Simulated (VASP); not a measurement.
Input of a VASP 6.6.1 run:

File INCAR:

```
PREC = Accurate
ENCUT = 520
EDIFF = 1E-6
ISMEAR = 0
SIGMA = 0.02
LREAL = Auto
LASPH = True
NELM = 100
ALGO = Normal
ISIF = 2
LWAVE = False
LCHARG = False
GGA = PE
IBRION = 2
NSW = 80
EDIFFG = -0.02
NELECT = 126.0
LUSENCCL = False
```

The input KPOINTS:

```
Automatic mesh
0
Gamma
  2 2 2
  0.5 0.5 0.5
```

POSCAR

```
Si
1.0
    5.4700937548      5.4700937548      5.4700937548
    5.4700937548     -5.4700937548     -5.4700937548
   -5.4700937548      5.4700937548     -5.4700937548
Si
31
Direct
    0.7500000000      0.7500000000      0.2500000000
    0.0000000000      0.7500000000      0.0000000000
    0.7500000000      0.5000000000      0.5000000000
    0.2500000000      0.7500000000      0.7500000000
    0.0000000000      0.5000000000      0.2500000000
    0.5000000000      0.7500000000      0.5000000000
    0.2500000000      0.5000000000      0.0000000000
    0.7500000000      0.2500000000      0.7500000000
    0.0000000000      0.2500000000      0.5000000000
    0.5000000000      0.5000000000      0.7500000000
    0.7500000000      0.0000000000      0.0000000000
    0.2500000000      0.2500000000      0.2500000000
    0.5000000000      0.2500000000      0.0000000000
    0.0000000000      0.0000000000      0.7500000000
    0.2500000000      0.0000000000      0.5000000000
    0.5000000000      0.0000000000      0.2500000000
    0.7500000000      0.7500000000      0.0000000000
    0.5000000000      0.5000000000      0.5000000000
    0.0000000000      0.7500000000      0.7500000000
    0.7500000000      0.5000000000      0.2500000000
    0.2500000000      0.7500000000      0.5000000000
    0.0000000000      0.5000000000      0.0000000000
    0.5000000000      0.2500000000      0.7500000000
    0.7500000000      0.2500000000      0.5000000000
    0.2500000000      0.5000000000      0.7500000000
    0.5000000000      0.0000000000      0.0000000000
    0.0000000000      0.2500000000      0.2500000000
    0.2500000000      0.2500000000      0.0000000000
    0.7500000000      0.0000000000      0.7500000000
    0.0000000000      0.0000000000      0.5000000000
    0.2500000000      0.0000000000      0.2500000000
```

Potentials or basis: VASP PAW PBE potentials, release 64 (Si).

Launch:

```bash
$ cat potpaw_PBE.64/Si/POTCAR > POTCAR
$ mpirun -np 1 vasp_std > vasp.out
```

Estimate the energy gained by relaxing.

12.4 meV/atom.

Final structure:
```cif
data_structure
_symmetry_space_group_name_H-M 'P 1'
_symmetry_Int_Tables_number 1
_cell_length_a 9.4745
_cell_length_b 9.4745
_cell_length_c 9.4745
_cell_angle_alpha 109.471
_cell_angle_beta 109.471
_cell_angle_gamma 109.471
_cell_volume 654.70
loop_
_atom_site_label
_atom_site_type_symbol
_atom_site_fract_x
_atom_site_fract_y
_atom_site_fract_z
_atom_site_occupancy
Si1 Si 0.72194 0.75000 0.25000 1
Si2 Si 0.99989 0.75000 0.00177 1
Si3 Si 0.74823 0.49812 0.49823 1
Si4 Si 0.25177 0.75000 0.74989 1
Si5 Si 0.99989 0.50177 0.25000 1
Si6 Si 0.50000 0.75000 0.47194 1
Si7 Si 0.27806 0.52806 0.02806 1
Si8 Si 0.75188 0.25011 0.75011 1
Si9 Si 0.00011 0.25011 0.50188 1
Si10 Si 0.50000 0.50177 0.74989 1
Si11 Si 0.74823 0.99823 0.99812 1
Si12 Si 0.25177 0.24989 0.25000 1
Si13 Si 0.50000 0.24989 0.00177 1
Si14 Si 0.00011 0.00188 0.75011 1
Si15 Si 0.24812 0.99823 0.49823 1
Si16 Si 0.50000 0.97194 0.25000 1
Si17 Si 0.74908 0.75000 0.00693 1
Si18 Si 0.50000 0.50693 0.49908 1
Si19 Si 0.00000 0.75000 0.75000 1
Si20 Si 0.74908 0.50693 0.25000 1
Si21 Si 0.25693 0.75000 0.49908 1
Si22 Si 0.00785 0.50092 0.00092 1
Si23 Si 0.50000 0.25000 0.75000 1
Si24 Si 0.74307 0.24215 0.49307 1
Si25 Si 0.25092 0.50092 0.75785 1
Si26 Si 0.50000 0.99908 0.00693 1
Si27 Si 0.00000 0.25000 0.25000 1
Si28 Si 0.25092 0.25785 0.00092 1
Si29 Si 0.74307 0.99307 0.74215 1
Si30 Si 0.99215 0.99307 0.49307 1
Si31 Si 0.25693 0.99908 0.25000 1
```

Caveat: the k points lie up to 0.41 Å⁻¹ apart; the cell carries a net charge on a neutralising background, which shifts energy and pressure; the cell differs from its parent crystal (atoms taken out).
